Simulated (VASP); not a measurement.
HfZn2, 6 atoms in the cell. Symmetry: Fd-3m, No. 227, cubic system. Conventional cell: a = 7.332 Å, b = 7.332 Å, c = 7.332 Å, α = 90.00°, β = 90.00°, γ = 90.00°. Hf (site symmetry -43m) has 12 Zn at 3.04 Å and 4 Hf at 3.17 Å within 4.0 Å. Zn (site symmetry -3m) has 6 Zn at 2.59 Å and 6 Hf at 3.04 Å within 3.4 Å. 

| Property | Result |
| --- | --- |
| Program | VASP 6.6.1 |
| Task | single point |
| Functional | r2SCAN |
| Potentials or basis | VASP PAW PBE potentials, release 64 (Hf_pv, Zn) |
| Cutoff | 520 eV |
| k mesh | 8 × 8 × 8 |
| Occupations | fermi-dirac, width 0.1 eV |
| Spin | no spin polarisation |
| Dipole correction | no |
| Further INCAR settings | ALGO = Normal; EDIFF = 1e-07; NBANDS = 43 |

Potentials or basis: VASP PAW PBE potentials, release 64 (Hf_pv, Zn).

Run with:

```sh
$ cat potpaw_PBE.64/Hf_pv/POTCAR potpaw_PBE.64/Zn/POTCAR > POTCAR
$ cp INCAR.step1 INCAR
$ mpirun -np 1 vasp_std > vasp.out
$ cp INCAR.step2 INCAR
$ mpirun -np 1 vasp_std > vasp.out
```

Hardware: 1 thread of Oxide Virtual Turin-like Processor, on a shared host.

How long does it take, and how much memory?

Run time: 12 min on 1 thread of Oxide Virtual Turin-like Processor, with other jobs on the host, peak memory 0.28 GiB. Counts: k points 29.
